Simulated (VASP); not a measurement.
# Nb16H (a cell with a defect) in VASP: single point with PBE+D3(BJ)

Aim: the single point of Nb16H (a cell with a defect) with PBE+D3(BJ).

Program: VASP 6.6.1. These are calculated values, not measurements. Logs are shortened: lines on timing, memory, paths and dates and some standing lists are left out, and cuts for length are marked.

## Step 1: The cell of the first run

The cell holds a defect, 17 atoms: a = 6.600 Å, b = 6.600 Å, c = 6.600 Å, α = 90.00°, β = 90.00°, γ = 90.00°.

## Step 2: Single point, PBE+D3(BJ)

INCAR

```
SYSTEM = Nb16H
PREC     = Accurate       ! precision mode
ENCUT    = 520            ! plane-wave cutoff, eV
EDIFF    = 1E-6           ! SCF threshold, eV
ISMEAR   = -1             ! smearing method
SIGMA    = 0.15           ! smearing width, eV
LREAL    = Auto         
LASPH    = .True.         ! aspherical terms in the spheres
NELM     = 100            ! most SCF steps
ALGO     = Normal         ! electronic algorithm
ISIF     = 2              ! what is computed and relaxed
LWAVE    = .False.        ! write WAVECAR
LCHARG   = .False.        ! write CHGCAR
GGA      = PE             ! functional
IVDW     = 12             ! dispersion correction
NBANDS   = 118            ! bands
```

KPOINTS

```
Automatic mesh
0
Gamma
  3 3 3
  0 0 0
```

POSCAR

```
Nb16H
1.0
    6.6000000000      0.0000000000      0.0000000000
    0.0000000000      6.6000000000      0.0000000000
    0.0000000000      0.0000000000      6.6000000000
Nb H
16 1
Direct
    0.0012486364     -0.0010730303      0.0001856061
    0.4993313636      0.0010831818      0.0001863636
   -0.0021536364      0.5004277273      0.0001803030
    0.0036506061     -0.0030854545      0.5001839394
    0.2502360606      0.2519557576      0.2497863636
    0.4907610606      0.5080895455      0.0001833333
    0.5013598485     -0.0005768182      0.5001866667
    0.7526090909      0.2445087879      0.2628643939
    0.0003136364      0.4989086364      0.5001803030
    0.2483722727      0.7523166667      0.2489040909
    0.2502396970      0.2519554545      0.7505804545
    0.4995400000      0.5009630303      0.5001828788
    0.7491063636      0.7501115152      0.2502707576
    0.7526136364      0.2445081818      0.7375022727
    0.2483768182      0.7523163636      0.7514656061
    0.7491113636      0.7501122727      0.7500959091
    0.7127653030      0.3299554545      0.0001754545
```

Potentials or basis: VASP PAW PBE potentials, release 64 (Nb_sv, H).

Launch:

```
> cat potpaw_PBE.64/Nb_sv/POTCAR potpaw_PBE.64/H/POTCAR > POTCAR
> mpirun -np 1 vasp_std > vasp.out
```

OUTCAR:

```text
SYSTEM = Nb16H
   PREC = Accurate
   ENCUT = 520
   EDIFF = 1E-6
   ISMEAR = -1
   LREAL = Auto
   LASPH = .True.
   NELM = 100
   ISIF = 2
   GGA = PE
   IVDW = 12
 IVDW          = 12

 ion  position               nearest neighbor table
   1  0.001  0.999  0.000-  10 2.83  15 2.83  16 2.86  13 2.86   5 2.86  11 2.86  14 2.89   8 2.89

   2  0.499  0.001  0.000-  15 2.85  10 2.85   5 2.86  11 2.86  13 2.86  16 2.86   8 2.90  14 2.90

   3  0.998  0.500  0.000-  16 2.85  13 2.85  11 2.86   5 2.86  15 2.86  10 2.86  14 2.91   8 2.91

   4  0.004  0.997  0.500-  14 2.81   8 2.81  10 2.82  15 2.82  16 2.86  13 2.86   5 2.87  11 2.87

   5  0.250  0.252  0.250-   6 2.84   9 2.85  12 2.85   2 2.86   3 2.86   1 2.86   4 2.87   7 2.87

   6  0.491  0.508  0.000-  17 1.88  15 2.80  10 2.80  11 2.84   5 2.84  13 2.86  16 2.86   8 3.00
                            14 3.00
   7  0.501  0.999  0.500-  14 2.80   8 2.80  16 2.85  13 2.85  15 2.86  10 2.86  11 2.87   5 2.87

   8  0.753  0.245  0.263-  17 1.84   7 2.80   4 2.81   9 2.82  12 2.85   1 2.89   2 2.90   3 2.91
                             6 3.00
   9  0.000  0.499  0.500-   8 2.82  14 2.82   5 2.85  11 2.85  13 2.87  16 2.87  10 2.87  15 2.87

  10  0.248  0.752  0.249-   6 2.80   4 2.82   1 2.83   2 2.85   3 2.86   7 2.86   9 2.87  12 2.87

  11  0.250  0.252  0.751-   6 2.84   9 2.85  12 2.85   2 2.86   3 2.86   1 2.86   4 2.87   7 2.87

  12  0.500  0.501  0.500-   8 2.85  14 2.85  13 2.85  16 2.85  11 2.85   5 2.85  15 2.87  10 2.87

  13  0.749  0.750  0.250-   7 2.85   3 2.85  12 2.85   6 2.86   2 2.86   1 2.86   4 2.86   9 2.87

  14  0.753  0.245  0.738-  17 1.84   7 2.80   4 2.81   9 2.82  12 2.85   1 2.89   2 2.90   3 2.91
                             6 3.00
  15  0.248  0.752  0.751-   6 2.80   4 2.82   1 2.83   2 2.85   3 2.86   7 2.86   9 2.87  12 2.87

  16  0.749  0.750  0.750-   7 2.85   3 2.85  12 2.85   6 2.86   2 2.86   1 2.86   4 2.86   9 2.87

  17  0.713  0.330  0.000-  14 1.84   8 1.84   6 1.88

  LATTYP: Found a simple cubic cell.
 ALAT       =     6.6000000000

  Lattice vectors:

 A1 = (   6.6000000000,   0.0000000000,   0.0000000000)
 A2 = (   0.0000000000,   6.6000000000,   0.0000000000)
 A3 = (   0.0000000000,   0.0000000000,   6.6000000000)

Analysis of symmetry for initial positions (statically):
=====================================================================
 Subroutine PRICEL returns:
 Original cell was already a primitive cell.

 Routine SETGRP: Setting up the symmetry group for a
 simple cubic supercell.

 Subroutine GETGRP returns: Found  1 space group operations
 (whereof  1 operations were pure point group operations)
 out of a pool of 48 trial point group operations.

The static configuration has the point symmetry C_1 .

Analysis of symmetry for dynamics (positions and initial velocities):
=====================================================================
 Subroutine PRICEL returns:
 Original cell was already a primitive cell.

 Routine SETGRP: Setting up the symmetry group for a
 simple cubic supercell.

 Subroutine GETGRP returns: Found  1 space group operations
 (whereof  1 operations were pure point group operations)
 out of a pool of 48 trial point group operations.

The dynamic configuration has the point symmetry C_1 .

 Subroutine INISYM returns: Found  1 space group operations
 (whereof  1 operations are pure point group operations),
 and found     1 'primitive' translations

----------------------------------------------------------------------------------------

                                     Primitive cell

  volume of cell :     287.4960

  direct lattice vectors                    reciprocal lattice vectors
     6.600000000  0.000000000  0.000000000     0.151515152  0.000000000  0.000000000
     0.000000000  6.600000000  0.000000000     0.000000000  0.151515152  0.000000000
     0.000000000  0.000000000  6.600000000     0.000000000  0.000000000  0.151515152

  length of vectors
     6.600000000  6.600000000  6.600000000     0.151515152  0.151515152  0.151515152

  position of ions in fractional coordinates (direct lattice)
     0.001248636  0.998926970  0.000185606
     0.499331364  0.001083182  0.000186364
     0.997846364  0.500427727  0.000180303
     0.003650606  0.996914545  0.500183939
     0.250236061  0.251955758  0.249786364
     0.490761061  0.508089545  0.000183333
[... 9 lines left out ...]
     0.749111364  0.750112273  0.750095909
     0.712765303  0.329955455  0.000175455

  ion indices of the primitive-cell ions
   primitive index   ion index
                 1           1
                 2           2
                 3           3
                 4           4
                 5           5
                 6           6
[... 9 lines left out ...]
                16          16
                17          17

----------------------------------------------------------------------------------------

 KPOINTS: Automatic mesh

Automatic generation of k-mesh.
 Grid dimensions read from file:
 generate k-points for:    3    3    3

 Generating k-lattice:

  Cartesian coordinates                     Fractional coordinates (reciprocal lattice)
     0.050505051  0.000000000  0.000000000     0.333333333  0.000000000  0.000000000
     0.000000000  0.050505051  0.000000000     0.000000000  0.333333333  0.000000000
     0.000000000  0.000000000  0.050505051     0.000000000  0.000000000  0.333333333

  Length of vectors
     0.050505051  0.050505051  0.050505051

  Shift w.r.t. Gamma in fractional coordinates (k-lattice)
     0.000000000  0.000000000  0.000000000

 Subroutine IBZKPT returns following result:
 ===========================================

 Found     14 irreducible k-points:

 Following reciprocal coordinates:
            Coordinates               Weight
  0.000000  0.000000  0.000000      1.000000
  0.333333  0.000000  0.000000      2.000000
  0.000000  0.333333  0.000000      2.000000
  0.000000  0.000000  0.333333      2.000000
  0.333333  0.333333  0.000000      2.000000
  0.000000  0.333333  0.333333      2.000000
  0.333333  0.000000  0.333333      2.000000
 -0.333333  0.333333  0.000000      2.000000
 -0.333333  0.000000  0.333333      2.000000
  0.000000 -0.333333  0.333333      2.000000
  0.333333  0.333333  0.333333      2.000000
 -0.333333  0.333333  0.333333      2.000000
 -0.333333 -0.333333  0.333333      2.000000
  0.333333 -0.333333  0.333333      2.000000
   k-points           NKPTS =     14   k-points in BZ     NKDIM =     14   number of bands    NBANDS=    118
   number of dos      NEDOS =    301   number of ions     NIONS =     17
   total plane-waves  NPLWV = 125000
   dimension x,y,z NGX =    50 NGY =   50 NGZ =   50
   dimension x,y,z NGXF=   100 NGYF=  100 NGZF=  100
   ions per type =              16   1
   NGX,Y,Z   is equivalent  to a cutoff of  12.59, 12.59, 12.59 a.u.
   NGXF,Y,Z  is equivalent  to a cutoff of  25.19, 25.19, 25.19 a.u.
 SYSTEM =  Nb16H
   PREC   = accura    normal or accurate (medium, high low for compatibility)
   ISTART =      0    job   : 0-new  1-cont  2-samecut
   ICHARG =      2    charge: 1-file 2-atom 10-const
   ISPIN  =      1    spin polarized calculation?
   LNONCOLLINEAR =      F non collinear calculations
   LSORBIT =      F    spin-orbit coupling
   LASPH  =      T    aspherical Exc in radial PAW
   ENCUT  =  520.0 eV  38.22 Ry    6.18 a.u.  12.27 12.27 12.27*2*pi/ulx,y,z
   NELM   =    100;   NELMIN=  2; NELMDL= -5     # of ELM steps
   EDIFF  = 0.1E-05   stopping-criterion for ELM
   LREAL  =      T    real-space projection
   EDIFFG = 0.1E-04   stopping-criterion for IOM
   NSW    =      0    number of steps for IOM
   IBRION =     -1    ionic relax: 0-MD 1-quasi-New 2-CG
   NFREE  =      0    steps in history (QN), initial steepest desc. (CG)
   ISIF   =      2    stress and relaxation
   ISYM   =      2    0-nonsym 1-usesym 2-fastsym
   POTIM  = 0.5000    time-step for ionic-motion
   TEBEG  =    0.0;   TEEND  =   0.0 temperature during run
   PSTRESS=    0.0 pullay stress
   NELECT =     209.0000    total number of electrons
   NUPDOWN=      -1.0000    fix difference up-down
   EMIN   =  10.00;   EMAX   =-10.00  energy-range for DOS
   EFERMI =   0.00;   METHOD = LEGACY
   ISMEAR =    -1;   SIGMA  =   0.15  broadening in eV -4-tet -1-fermi 0-gaus
   EFERMI_NEDOS =   21; number of points for ismear=-14 and -15
   IALGO  =     38    algorithm
   IMIX   =      4    mixing-type and parameters
     AMIX     =   0.40;   BMIX     =  1.00
     AMIX_MAG =   1.60;   BMIX_MAG =  1.00
  volume/ion in A,a.u.               =      16.91       114.12
  Fermi-wavevector in a.u.,A,eV,Ry     =   1.472018  2.781710 29.481589  2.166836
  Thomas-Fermi vector in A             =   2.587083
   LORBIT       =      0    0 simple, 1 ext, 2 COOP (PROOUT), +10 PAW based schemes
   GGA     = PE    functional components
   LHFCALC =     F    Hartree Fock is set to
   AEXX    =    0.0000 exact exchange contribution
   IVDW    =    12    specifies the selected vdW correction
   LEPSILON=     F    determine dielectric tensor
   LRPA    =     F    only Hartree local field effects (RPA)
 non-spin polarized calculation
  energy-cutoff  :      520.00
  volume of cell :      287.50
 maximum number of plane-waves:      7809
 NGX is ok and might be reduce to    50
   NGX = 25   NGY = 25   NGZ = 25

 number of electron     209.0000020 magnetization

 Free energy of the ion-electron system (eV)
  ---------------------------------------------------
  ext. energy  EPLUGINS =         0.00000000
  ---------------------------------------------------
  free energy    TOTEN  =      -167.92260519 eV

  energy without entropy =     -166.57658780  energy(sigma->0) =     -167.24959650

 E-fermi :  11.3224     XC(G=0): -12.5439

 val. band max:       11.3119760364   @ k =   0.3333   0.3333   0.0000
 cond. band min:      11.3785030511   @ k =  -0.3333   0.3333   0.0000
 fundamental gap:      0.0665270148
 Fermi energy:        11.3224187528

 k-point     1 :       0.0000    0.0000    0.0000
  band No.  band energies     occupation
      1     -43.0889      2.00000
      2     -42.9139      2.00000
      3     -42.8970      2.00000
      4     -42.8803      2.00000
      5     -42.8610      2.00000
      6     -42.8566      2.00000
[... 108 lines left out ...]
    115      13.5150      0.00000
    116      13.5282      0.00000

 k-point     2 :       0.3333    0.0000    0.0000
  band No.  band energies     occupation
      1     -43.0575      2.00000
      2     -42.9767      2.00000
      3     -42.8978      2.00000
      4     -42.8838      2.00000
      5     -42.8708      2.00000
      6     -42.8532      2.00000
[... 1420 lines left out ...]
 k-point    14 :       0.3333   -0.3333    0.3333
  band No.  band energies     occupation
      1     -43.0069      2.00000
      2     -42.9547      2.00000
      3     -42.9422      2.00000
      4     -42.9262      2.00000
      5     -42.9030      2.00000
      6     -42.8857      2.00000
[... 108 lines left out ...]
    115      13.6644      0.00000
    116      13.6961      0.00000
 [bands above 116 left out]

------------------------ aborting loop because EDIFF is reached ----------------------------------------

 Edisp (eV)  -12.01395

 E8    (eV) :    -5.8009

  FORCE on cell =-STRESS in cart. coord.  units (eV):
  Direction    XX          YY          ZZ          XY          YZ          ZX
  --------------------------------------------------------------------------------------
  -------------------------------------------------------------------------------------
  Total      -7.88670    -7.48366    -4.88654    -0.92889     0.00038    -0.00110
  in kB     -43.95152   -41.70547   -27.23206    -5.17658     0.00211    -0.00615
  external pressure =      -37.63 kB  Pullay stress =        0.00 kB

 VOLUME and BASIS-vectors are now :
 -----------------------------------------------------------------------------
  energy-cutoff  :      520.00
  volume of cell :      287.50
      direct lattice vectors                 reciprocal lattice vectors
     6.600000000  0.000000000  0.000000000     0.151515152  0.000000000  0.000000000
     0.000000000  6.600000000  0.000000000     0.000000000  0.151515152  0.000000000
     0.000000000  0.000000000  6.600000000     0.000000000  0.000000000  0.151515152

 POSITION                                       TOTAL-FORCE (eV/Angst)
 -----------------------------------------------------------------------------------
      0.00824      6.59292      0.00123        -0.017713     -0.009463     -0.000267
      3.29559      0.00715      0.00123        -0.029015     -0.025670     -0.000105
      6.58579      3.30282      0.00119        -0.026392     -0.010369     -0.000021
      0.02409      6.57964      3.30121        -0.017570     -0.013983      0.000060
      1.65156      1.66291      1.64859        -0.014989     -0.010806     -0.004280
      3.23902      3.35339      0.00121        -0.016329     -0.027173      0.000084
[... 9 lines left out ...]
      4.94413      4.95074      4.95063        -0.008758     -0.012124     -0.002407
      4.70425      2.17771      0.00116         0.293933      0.288939      0.000618
 -----------------------------------------------------------------------------------
    total drift:                                0.001998     -0.003275     -0.000284

  FREE ENERGIE OF THE ION-ELECTRON SYSTEM (eV)
  ---------------------------------------------------
  free  energy   TOTEN  =      -179.9365517024 eV

  energy  without entropy=     -178.5905343060  energy(sigma->0) =     -179.26354300
```

Wall time 28 min (1 thread of Intel Xeon Platinum 8259CL at 2.50GHz (Skylake/Cascade Lake), shared host); peak memory 0.53 GiB.

Results:

```yaml
Free_energy: -179.9366 eV
Pressure: -3.8 GPa
Largest_force: 0.412 eV/Å
Band_gap_on_the_k_mesh: zero (an odd number of electrons rules out a gap without spin polarisation)
Dispersion_energy_per_atom: -0.707 eV
```

Forces in eV/Å, atoms in the order of the input:
```
Nb  -0.018 -0.009  0.000
Nb  -0.029 -0.026  0.000
Nb  -0.026 -0.010  0.000
Nb  -0.018 -0.014  0.000
Nb  -0.015 -0.011 -0.004
Nb  -0.016 -0.027  0.000
Nb  -0.019 -0.032  0.000
Nb  -0.038 -0.032 -0.013
Nb  -0.009 -0.013  0.000
Nb  -0.014 -0.011  0.002
Nb  -0.015 -0.011  0.004
Nb  -0.007 -0.024  0.000
Nb  -0.009 -0.012  0.002
Nb  -0.038 -0.032  0.012
Nb  -0.014 -0.011 -0.002
Nb  -0.009 -0.012 -0.002
H    0.294  0.289  0.001
```

The gap in the log of VASP goes by the Fermi energy; the results here count the filled bands.